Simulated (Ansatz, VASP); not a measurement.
## Mg5SiN2 in VASP and in Ansatz

```
Mg Si N
1.0
     6.33286    0.00000    0.00000
     0.00000    6.33286    0.00000
     0.00000    0.00000    4.21998
Mg Si N
5 1 2
Direct
  0.30843 0.00000 0.00000
  0.69157 0.00000 0.00000
  0.00000 0.30843 0.00000
  0.00000 0.69157 0.00000
  0.50000 0.50000 0.50000
  0.50000 0.50000 0.00000
  0.00000 0.50000 0.50000
  0.50000 0.00000 0.50000
```

Alike in both runs: functional PBE; k mesh 2 × 2 × 3; occupations gaussian, width 0.15 eV; no spin polarisation.

Ansatz relaxed the structure, and its values are those at the end. VASP's run is a single point on that final structure, the one shown.

|  | VASP | Ansatz |
| --- | --- | --- |
| version | VASP 6.6.1 | Ansatz 0.2.0 |
| potentials or method | VASP PAW PBE potentials, release 64 (Mg, Si, N), cutoff 600 eV | scalar-relativistic, plane waves, PAW |
| valence electrons in the cell | 24 | 64 |

```tsv
	VASP	Ansatz	Ansatz less VASP
gap on the k mesh at the Fermi level (eV)	none	none	-
pressure (GPa)	0.1	0.1	+0.04
rms of the force components (eV/Å)	0.033	0.033	0.0000
```

A gap of «none» marks a metal or a gap that the smearing closes. VASP's potentials hold 24 valence electrons a cell and Ansatz's 64, so a difference there can come from the potentials and not from the codes.

The k mesh is coarse, so the values compare programs but aren't converged.
